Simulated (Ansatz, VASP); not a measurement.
**SrO in VASP and in Ansatz**

```xyz
4
Lattice="3.9334 0.0000 0.0000 -1.9667 3.4064 0.0000 0.0000 0.0000 4.7431" Properties=species:S:1:pos:R:3 pbc="T T T"
Sr    0.0000    2.2710    4.4497
Sr    1.9667    1.1355    2.0781
O     0.0000    2.2710    2.0721
O     1.9667    1.1355    4.4437
```

Change from the starting cell: strain -0.080 along x and y, -0.080 along z, atoms carried along.

Alike in both runs: task single point; functional LDA; k mesh 9 × 9 × 6; occupations gaussian, width 0.05 eV; no spin polarisation.

|  | VASP | Ansatz |
| --- | --- | --- |
| version | VASP 6.6.1 | Ansatz 0.2.0 |
| potentials or method | VASP PAW LDA potentials, release 64 (Sr_sv, O), cutoff 520 eV | scalar-relativistic, plane waves, PAW |
| valence electrons in the cell | 32 | 32 |

|  | VASP | Ansatz | Ansatz less VASP |
| --- | --- | --- | --- |
| gap on the k mesh at the Fermi level (eV) | 2.86 | 2.83 | -0.023 |
| least direct gap on the mesh (eV) | 2.86 | 2.83 | -0.023 |
| pressure (GPa) | 25.4 | 23.8 | -1.63 |
| traceless stress, the component that is largest in VASP (GPa) | 2.28 | 2.18 | -0.109 |
| rms of the force components (eV/Å) | 0.022 | 0.021 | -0.0013 |

LDA's correlation is that of Perdew and Zunger in VASP and of Perdew and Wang (1992) in Ansatz. Atom by atom the forces differ by 0.001 eV/Å (rms over components).
